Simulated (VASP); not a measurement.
# HfN (F-43m) in VASP: further runs

HfN is run at these levels: r2SCAN; tasks: single point, relaxation of cell and atoms.

Everything below comes from runs of VASP 6.6.1. Logs are shortened: lines on timing, memory, paths and dates and some standing lists are left out, and cuts for length are marked.

### 1 The cell of the first run

The structure is cubic, space group F-43m (No. 216). Conventional cell: a = 4.893 Å, b = 4.893 Å, c = 4.893 Å, α = 90.00°, β = 90.00°, γ = 90.00°. Within 2.8 Å of Hf (site symmetry -43m) lie 4 N at 2.12 Å. N (site symmetry -43m) has 4 Hf at 2.12 Å within 2.8 Å.

### 2 Single point, r2SCAN

POSCAR reads:

```
HfN
1.0
    0.0000000000      2.4464892547      2.4464892547
    2.4464892547      0.0000000000      2.4464892547
    2.4464892547      2.4464892547      0.0000000000
Hf N
1 1
Direct
    0.0000000000      0.0000000000      0.0000000000
    0.2500000000      0.2500000000      0.2500000000
```

INCAR.step1 reads:

```
ALGO     = Normal         # electronic algorithm
EDIFF    = 1E-5           # SCF threshold, eV
ENCUT    = 660            # plane-wave cutoff, eV
GGA      = PE             # functional
GGA_COMPAT= F            
ISMEAR   = -1             # smearing method
LASPH    = T              # aspherical terms in the spheres
LCHARG   = F              # write CHGCAR
LREAL    = F              # projectors in reciprocal space
LWAVE    = T              # write WAVECAR
NBANDS   = 14             # bands
NELM     = 120            # most SCF steps
PREC     = Accurate       # precision mode
SIGMA    = 0.15           # smearing width, eV
```

INCAR.step2 reads:

```
ALGO     = Normal         # electronic algorithm
EDIFF    = 1E-6           # SCF threshold, eV
ENCUT    = 660            # plane-wave cutoff, eV
GGA_COMPAT= F            
ISIF     = 2              # what is computed and relaxed
ISMEAR   = -1             # smearing method
ISTART   = 1            
LASPH    = T              # aspherical terms in the spheres
LCHARG   = F              # write CHGCAR
LMIXTAU  = T            
LREAL    = F              # projectors in reciprocal space
LWAVE    = F              # write WAVECAR
METAGGA  = R2SCAN         # meta-GGA
NBANDS   = 14             # bands
NELM     = 120            # most SCF steps
PREC     = Accurate       # precision mode
SIGMA    = 0.15           # smearing width, eV
```

KPOINTS reads:

```
k-points
0
Gamma
  11 11 11
```

Potentials or basis: VASP PAW PBE potentials, release 64 (Hf_pv, N).

The run is started by

```sh
> cat potpaw_PBE.64/Hf_pv/POTCAR potpaw_PBE.64/N/POTCAR > POTCAR
> cp INCAR.step1 INCAR
> mpirun -np 1 vasp_std > vasp.out
> cp INCAR.step2 INCAR
> mpirun -np 1 vasp_std > vasp.out
```

OUTCAR:

```text
EDIFF = 1E-6
   ENCUT = 660
   ISIF = 2
   ISMEAR = -1
   ISTART = 1
   LASPH = T
   LREAL = F
   METAGGA = R2SCAN
   NELM = 120
   PREC = Accurate

 ion  position               nearest neighbor table
   1  0.000  0.000  0.000-   2 2.12   2 2.12   2 2.12   2 2.12
   2  0.250  0.250  0.250-   1 2.12   1 2.12   1 2.12   1 2.12

  LATTYP: Found a face centered cubic cell.
 ALAT       =     4.8929785094

  Lattice vectors:

 A1 = (   0.0000000000,   2.4464892547,   2.4464892547)
 A2 = (   2.4464892547,   0.0000000000,   2.4464892547)
 A3 = (   2.4464892547,   2.4464892547,   0.0000000000)

Analysis of symmetry for initial positions (statically):
=====================================================================
 Subroutine PRICEL returns:
 Original cell was already a primitive cell.

 Routine SETGRP: Setting up the symmetry group for a
 face centered cubic supercell.

 Subroutine GETGRP returns: Found 24 space group operations
 (whereof 24 operations were pure point group operations)
 out of a pool of 48 trial point group operations.

The static configuration has the point symmetry T_d .

Analysis of symmetry for dynamics (positions and initial velocities):
=====================================================================
 Subroutine PRICEL returns:
 Original cell was already a primitive cell.

 Routine SETGRP: Setting up the symmetry group for a
 face centered cubic supercell.

 Subroutine GETGRP returns: Found 24 space group operations
 (whereof 24 operations were pure point group operations)
 out of a pool of 48 trial point group operations.

The dynamic configuration has the point symmetry T_d .

 Subroutine INISYM returns: Found 24 space group operations
 (whereof 24 operations are pure point group operations),
 and found     1 'primitive' translations

----------------------------------------------------------------------------------------

                                     Primitive cell

  volume of cell :      29.2860

  direct lattice vectors                    reciprocal lattice vectors
     0.000000000  2.446489255  2.446489255    -0.204374493  0.204374493  0.204374493
     2.446489255  0.000000000  2.446489255     0.204374493 -0.204374493  0.204374493
     2.446489255  2.446489255  0.000000000     0.204374493  0.204374493 -0.204374493

  length of vectors
     3.459858284  3.459858284  3.459858284     0.353987005  0.353987005  0.353987005

  position of ions in fractional coordinates (direct lattice)
     0.000000000  0.000000000  0.000000000
     0.250000000  0.250000000  0.250000000

  ion indices of the primitive-cell ions
   primitive index   ion index
                 1           1
                 2           2

----------------------------------------------------------------------------------------

 KPOINTS: k-points

Automatic generation of k-mesh.
 Grid dimensions read from file:
 generate k-points for:   11   11   11

 Generating k-lattice:

  Cartesian coordinates                     Fractional coordinates (reciprocal lattice)
    -0.018579499  0.018579499  0.018579499     0.090909091  0.000000000  0.000000000
     0.018579499 -0.018579499  0.018579499     0.000000000  0.090909091  0.000000000
     0.018579499  0.018579499 -0.018579499     0.000000000  0.000000000  0.090909091

  Length of vectors
     0.032180637  0.032180637  0.032180637

  Shift w.r.t. Gamma in fractional coordinates (k-lattice)
     0.000000000  0.000000000  0.000000000

 Subroutine IBZKPT returns following result:
 ===========================================

 Found     56 irreducible k-points:

 Following reciprocal coordinates:
            Coordinates               Weight
  0.000000  0.000000  0.000000      1.000000
  0.090909  0.000000  0.000000      8.000000
  0.181818  0.000000  0.000000      8.000000
  0.272727  0.000000  0.000000      8.000000
  0.363636  0.000000  0.000000      8.000000
  0.454545  0.000000  0.000000      8.000000
[... 16 lines left out ...]
 -0.272727  0.181818  0.000000     24.000000
 -0.181818  0.181818  0.000000     12.000000
 [... further k-points ...]
   k-points           NKPTS =     56   k-points in BZ     NKDIM =     56   number of bands    NBANDS=     14
   number of dos      NEDOS =    301   number of ions     NIONS =      2
   total plane-waves  NPLWV =  27000
   dimension x,y,z NGX =    30 NGY =   30 NGZ =   30
   dimension x,y,z NGXF=    60 NGYF=   60 NGZF=   60
   ions per type =               1   1
   NGX,Y,Z   is equivalent  to a cutoff of  14.41, 14.41, 14.41 a.u.
   NGXF,Y,Z  is equivalent  to a cutoff of  28.83, 28.83, 28.83 a.u.
 SYSTEM =  unknown system
   PREC   = accura    normal or accurate (medium, high low for compatibility)
   ISTART =      1    job   : 0-new  1-cont  2-samecut
   ICHARG =      0    charge: 1-file 2-atom 10-const
   ISPIN  =      1    spin polarized calculation?
   LNONCOLLINEAR =      F non collinear calculations
   LSORBIT =      F    spin-orbit coupling
   LASPH  =      T    aspherical Exc in radial PAW
   ENCUT  =  660.0 eV  48.51 Ry    6.96 a.u.   7.25  7.25  7.25*2*pi/ulx,y,z
   NELM   =    120;   NELMIN=  2; NELMDL=  0     # of ELM steps
   EDIFF  = 0.1E-05   stopping-criterion for ELM
   LREAL  =      F    real-space projection
   EDIFFG = 0.1E-04   stopping-criterion for IOM
   NSW    =      0    number of steps for IOM
   IBRION =     -1    ionic relax: 0-MD 1-quasi-New 2-CG
   NFREE  =      0    steps in history (QN), initial steepest desc. (CG)
   ISIF   =      2    stress and relaxation
   ISYM   =      2    0-nonsym 1-usesym 2-fastsym
   POTIM  = 0.5000    time-step for ionic-motion
   TEBEG  =    0.0;   TEEND  =   0.0 temperature during run
   PSTRESS=    0.0 pullay stress
   NELECT =      15.0000    total number of electrons
   NUPDOWN=      -1.0000    fix difference up-down
   EMIN   =  10.00;   EMAX   =-10.00  energy-range for DOS
   EFERMI =   0.00;   METHOD = LEGACY
   ISMEAR =    -1;   SIGMA  =   0.15  broadening in eV -4-tet -1-fermi 0-gaus
   EFERMI_NEDOS =   21; number of points for ismear=-14 and -15
   IALGO  =     38    algorithm
   IMIX   =      4    mixing-type and parameters
     AMIX     =   0.40;   BMIX     =  1.00
     AMIX_MAG =   1.60;   BMIX_MAG =  1.00
  volume/ion in A,a.u.               =      14.64        98.82
  Fermi-wavevector in a.u.,A,eV,Ry     =   1.309841  2.475241 23.343293  1.715684
  Thomas-Fermi vector in A             =   2.440412
   LORBIT       =      0    0 simple, 1 ext, 2 COOP (PROOUT), +10 PAW based schemes
   METAGGA = R2SCAN    functional components
   LHFCALC =     F    Hartree Fock is set to
   AEXX    =    0.0000 exact exchange contribution
   IVDW    =     0    specifies the selected vdW correction
   LEPSILON=     F    determine dielectric tensor
   LRPA    =     F    only Hartree local field effects (RPA)
 non-spin polarized calculation
  energy-cutoff  :      660.00
  volume of cell :       29.29
 maximum number of plane-waves:      1143
 NGX is ok and might be reduce to    30
   NGX = 15   NGY = 15   NGZ = 15

 number of electron      14.9999999 magnetization

 Free energy of the ion-electron system (eV)
  ---------------------------------------------------
  ext. energy  EPLUGINS =         0.00000000
  ---------------------------------------------------
  free energy    TOTEN  =       -57.73764861 eV

  energy without entropy =      -57.69421233  energy(sigma->0) =      -57.71593047

 E-fermi :   5.8854     XC(G=0): -12.0000

 val. band max:        5.8213916392   @ k =   0.3636   0.2727   0.0909
 cond. band min:       6.0634580921   @ k =  -0.2727   0.2727   0.0909
 fundamental gap:      0.2420664530
 Fermi energy:         5.8854332820

 k-point     1 :       0.0000    0.0000    0.0000
  band No.  band energies     occupation
      1     -26.4555      2.00000
      2     -26.4555      2.00000
      3     -26.4555      2.00000
      4     -11.4332      2.00000
      5      -0.0012      2.00000
      6      -0.0012      2.00000
      7      -0.0012      2.00000
      8       5.2013      1.97931
      9       8.3456      0.00000
     10       8.3456      0.00000
     11      12.8373      0.00000
     12      12.8373      0.00000
     13      12.8373      0.00000
     14      17.1050      0.00000

 k-point     2 :       0.0909    0.0000    0.0000
  band No.  band energies     occupation
      1     -26.4982      2.00000
      2     -26.4609      2.00000
      3     -26.4609      2.00000
      4     -11.3349      2.00000
      5      -0.1814      2.00000
      6       0.0615      2.00000
      7       0.0615      2.00000
      8       5.6607      1.63457
      9       8.2021      0.00000
     10       8.2021      0.00000
     11      12.6015      0.00000
     12      13.0373      0.00000
     13      13.0373      0.00000
     14      17.1049      0.00000

 k-point     3 :       0.1818    0.0000    0.0000
  band No.  band energies     occupation
      1     -26.6107      2.00000
      2     -26.4753      2.00000
      3     -26.4753      2.00000
      4     -11.0795      2.00000
      5      -0.4879      2.00000
      6       0.2219      2.00000
      7       0.2219      2.00000
      8       6.7023      0.00859
      9       7.9711      0.00000
     10       7.9711      0.00000
     11      12.1119      0.00000
     12      13.3023      0.00000
     13      13.3023      0.00000
     14      16.4548      0.00000
[... 324 lines left out ...]
 k-point    23 :      -0.2727    0.1818    0.0000
  band No.  band energies     occupation
      1     -26.8322      2.00000
      2     -26.6099      2.00000
      3     -26.5120      2.00000
      4     -10.4048      2.00000
      5      -0.4148      2.00000
      6       0.4315      2.00000
      7       0.7027      2.00000
      8       7.3431      0.00012
      9       7.3674      0.00010
     10       8.7191      0.00000
     11      11.6920      0.00000
     12      12.6361      0.00000
     13      13.3029      0.00000
     14      15.3919      0.00000

 k-point    24 :      -0.1818    0.1818    0.0000
  band No.  band energies     occupation
      1     -26.7464      2.00000
      2     -26.5665      2.00000
      3     -26.4909      2.00000
      4     -10.6536      2.00000
      5      -0.6387      2.00000
      6       0.4589      2.00000
      7       0.4907      2.00000
      8       7.2343      0.00025
      9       7.7374      0.00001
     10       8.5116      0.00000
     11      11.5259      0.00000
     12      12.8613      0.00000
     13      13.6615      0.00000
     14      15.6885      0.00000

 [... further k-points ...]

------------------------ aborting loop because EDIFF is reached ----------------------------------------

  FORCE on cell =-STRESS in cart. coord.  units (eV):
  Direction    XX          YY          ZZ          XY          YZ          ZX
  --------------------------------------------------------------------------------------
  -------------------------------------------------------------------------------------
  Total       -0.2443306     -0.2443306     -0.2443306     -0.0000000     -0.0000000      0.0000000
  in kB      -13.3668354    -13.3668354    -13.3668354     -0.0000000     -0.0000000      0.0000000
  external PRESSURE =     -13.3668354 kB  Pullay stress =       0.0000000 kB

 VOLUME and BASIS-vectors are now :
 -----------------------------------------------------------------------------
  energy-cutoff  :      660.00
  volume of cell :       29.29
      direct lattice vectors                 reciprocal lattice vectors
     0.000000000  2.446489255  2.446489255    -0.204374493  0.204374493  0.204374493
     2.446489255  0.000000000  2.446489255     0.204374493 -0.204374493  0.204374493
     2.446489255  2.446489255  0.000000000     0.204374493  0.204374493 -0.204374493

 POSITION                                       TOTAL-FORCE (eV/Angst)
 -----------------------------------------------------------------------------------
      0.00000      0.00000      0.00000         0.000000     -0.000000      0.000000
      1.22324      1.22324      1.22324        -0.000000      0.000000     -0.000000
 -----------------------------------------------------------------------------------
    total drift:                                0.000000      0.000000      0.000000

  FREE ENERGIE OF THE ION-ELECTRON SYSTEM (eV)
  ---------------------------------------------------
  free  energy   TOTEN  =       -57.7376486058 eV

  energy  without entropy=      -57.6942123250  energy(sigma->0) =      -57.71593047
```

Run time: 89 s. Hardware: 1 thread of Intel Xeon Platinum 8488C (Sapphire Rapids), shared host; peak memory 0.19 GiB.

What came out:

| Property | Result |
| --- | --- |
| Free energy | -57.7376 eV |
| Pressure | -1.3 GPa |
| Band gap on the k mesh | zero (an odd number of electrons rules out a gap without spin polarisation) |

Levels at points of the mesh, in eV from the Fermi level:
```csv
k point,band 3,band 4,band 5,band 6,band 7,band 8,band 9,band 10,band 11,band 12
"(0.00, 0.00, 0.00)",-32.34,-17.32,-5.89,-5.89,-5.89,-0.68,2.46,2.46,6.95,6.95
```

Caveat: the PAW data sets were made with another functional, which shifts forces and pressure a little; spin-orbit coupling is left out, which moves the levels of the heavy elements.

### 3 Relaxation of cell and atoms, r2SCAN

This run uses another cell than the first one, of 14.79 Å³/atom.

POSCAR reads:

```
HfN
1.0
    0.0000000000      2.4548220000      2.4548220000
    2.4548220000      0.0000000000      2.4548220000
    2.4548220000      2.4548220000      0.0000000000
Hf N
1 1
Direct
    0.0000000000      0.0000000000      0.0000000000
    0.2500000000      0.2500000000      0.2500000000
```

INCAR.step1 reads:

```
ALGO = Normal
EDIFF = 1E-5
EDIFFG = -0.005
ENCUT = 660
GGA = PE
GGA_COMPAT = F
IBRION = 2
ISIF = 3
ISMEAR = -1
LASPH = T
LCHARG = F
LREAL = F
LWAVE = T
NELM = 120
NELMIN = 4
NSW = 100
PREC = Accurate
SIGMA = 0.15
```

INCAR.step2 reads:

```
ALGO = Normal
EDIFF = 1E-7
EDIFFG = -0.01
ENCUT = 660
GGA_COMPAT = F
IBRION = 2
ISIF = 3
ISMEAR = -1
ISTART = 1
LASPH = T
LCHARG = F
LMIXTAU = T
LREAL = F
LWAVE = F
METAGGA = R2SCAN
NELM = 120
NELMIN = 4
NSW = 80
PREC = Accurate
SIGMA = 0.15
```

KPOINTS is that of step 2.

Potentials or basis: VASP PAW PBE potentials, release 64 (Hf_pv, N).

The run is started by

```sh
> cat potpaw_PBE.64/Hf_pv/POTCAR potpaw_PBE.64/N/POTCAR > POTCAR
> cp INCAR.step1 INCAR
> mpirun -np 1 vasp_std > vasp.out
> cp INCAR.step2 INCAR
> mpirun -np 1 vasp_std > vasp.out
```

Wall time 4.1 min (1 thread of Intel Xeon Platinum 8488C (Sapphire Rapids), shared host); peak memory 0.19 GiB.

The run converged. Its results:

```
Free energy                           : -57.7386 eV
Relaxed volume                        : 14.55 Å³/atom
Relaxed cell                          : a = 3.453 Å, b = 3.453 Å, c = 3.453 Å, α = 60.00°, β = 60.00°, γ = 60.00°
Space group after relaxing (to 0.1 Å) : F-43m (No. 216)
Energy gained by relaxing             : 2.6 meV/atom
Ionic steps                           : 3
Pressure after relaxing               : 0.0 GPa
Band gap on the k mesh                : zero (an odd number of electrons rules out a gap without spin polarisation)
```

Step by step:
```
step  energy change (eV)  largest force (eV/Å)  pressure (GPa)  volume (Å³)
   1              0.0000                0.0000           -3.36        29.59
   2              0.0109                0.0000            6.37        28.28
   3             -0.0052                0.0000           -0.03        29.11
```

Final structure:
```xyz
2
Lattice="0.0000 2.4415 2.4415 2.4415 0.0000 2.4415 2.4415 2.4415 0.0000" Properties=species:S:1:pos:R:3 pbc="T T T"
Hf    0.0000    0.0000    0.0000
N     1.2207    1.2207    1.2207
```

Levels at points of the mesh, in eV from the Fermi level:
| k point | band 3 | band 4 | band 5 | band 6 | band 7 | band 8 | band 9 | band 10 | band 11 |
| --- | --- | --- | --- | --- | --- | --- | --- | --- | --- |
| (0.00, 0.00, 0.00) | -32.32 | -17.35 | -5.92 | -5.92 | -5.92 | -0.67 | 2.47 | 2.47 | 6.99 |

Caveat: the PAW data sets were made with another functional, which shifts forces and pressure a little; spin-orbit coupling is left out, which moves the levels of the heavy elements.

(Continued in part 2 of 2.)
